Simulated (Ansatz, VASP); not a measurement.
This is a calculation of RbMgSbO3 for VASP 6.6.1.

File INCAR:

```
SYSTEM = RbMgSbO3
PREC     = Accurate       ! precision mode
ENCUT    = 520            ! plane-wave cutoff, eV
EDIFF    = 1E-6           ! SCF threshold, eV
ISMEAR   = -1             ! smearing method
SIGMA    = 0.05           ! smearing width, eV
LREAL    = .FALSE.        ! projectors in reciprocal space
LASPH    = .TRUE.         ! aspherical terms in the spheres
NELM     = 100            ! most SCF steps
ALGO     = Normal         ! electronic algorithm
ISIF     = 2              ! what is computed and relaxed
LWAVE    = .FALSE.        ! write WAVECAR
LCHARG   = .FALSE.        ! write CHGCAR
GGA      = PE             ! functional
NBANDS   = 26             ! bands
```

Contents of KPOINTS:

```
Automatic mesh
0
G
  6 6 6
  0 0 0
```

The input POSCAR:

```
RbMgSbO3
1.0
    3.0788474164      1.7775733846      3.6926421780
   -3.0788474164      1.7775733846      3.6926421780
    0.0000000000     -3.5551467693      3.6926421780
Sb Rb Mg O
1 1 1 3
Direct
    0.5701276200      0.5701276200      0.5701276200
    0.8952780900      0.8952780900      0.8952780900
    0.3185392300      0.3185392300      0.3185392300
    0.4946454750      0.9672602300      0.4946454750
    0.9672602300      0.4946454750      0.4946454750
    0.4946454750      0.4946454750      0.9672602300
```

Potentials or basis: VASP PAW PBE potentials, release 64 (Sb, Rb_sv, Mg, O).

Command:

```console
$ cat potpaw_PBE.64/Sb/POTCAR potpaw_PBE.64/Rb_sv/POTCAR potpaw_PBE.64/Mg/POTCAR potpaw_PBE.64/O/POTCAR > POTCAR
$ mpirun -np 1 vasp_std > vasp.out
```

Question: Translate it to Ansatz 0.2.0. Potentials there: Ansatz PAW.

Answer: As run (the cutoff follows the program's own potentials):

The input input.yaml:

```yaml
crystal:
  lattice:
    - [3.0788474164, 1.7775733846, 3.692642178]
    - [-3.0788474164, 1.7775733846, 3.692642178]
    - [0.0, -3.5551467693, 3.692642178]
  atoms:
    - { symbol: Sb, position: [0.57012762, 0.57012762, 0.57012762] }
    - { symbol: Rb, position: [0.89527809, 0.89527809, 0.89527809] }
    - { symbol: Mg, position: [0.31853923, 0.31853923, 0.31853923] }
    - { symbol: O, position: [0.494645475, 0.96726023, 0.494645475] }
    - { symbol: O, position: [0.96726023, 0.494645475, 0.494645475] }
    - { symbol: O, position: [0.494645475, 0.494645475, 0.96726023] }
hamiltonian:
  xc: pbe
  pseudopotentials: { kind: paw }
kpoints:
  mp_grid: { grid: [6, 6, 6] }
scf:
  occupations: { method: fermi_dirac, width: 0.05 }
output:
  forces: true
  stress: true
  eigenvalues: true
```

Potentials or basis: Ansatz PAW.

The run is started by

```console
$ ansatz run input.yaml --threads 2 --pin off --max-ram 5120MiB --backend cpu --events-out ev --progress --plain --runs-dir out
```

Both were run:

|  | VASP | Ansatz | Ansatz less VASP |
| --- | --- | --- | --- |
| gap on the k mesh at the Fermi level (eV) | 2.72 | 2.74 | +0.017 |
| least direct gap on the mesh (eV) | 2.78 | 2.80 | +0.020 |
| pressure (GPa) | 5.9 | 5.7 | -0.26 |
| traceless stress, the component that is largest in VASP (GPa) | -0.21 | -0.14 | +0.068 |
| rms of the force components (eV/Å) | 0.396 | 0.318 | -0.0776 |

Atom by atom the forces differ by 0.080 eV/Å (rms over components). The functional is the same, so the differences come from potentials, cutoffs and numerics. VASP's potentials hold 34 valence electrons a cell and Ansatz's 52, so a difference there can come from the potentials and not from the codes.

Neither program's run includes spin-orbit coupling.
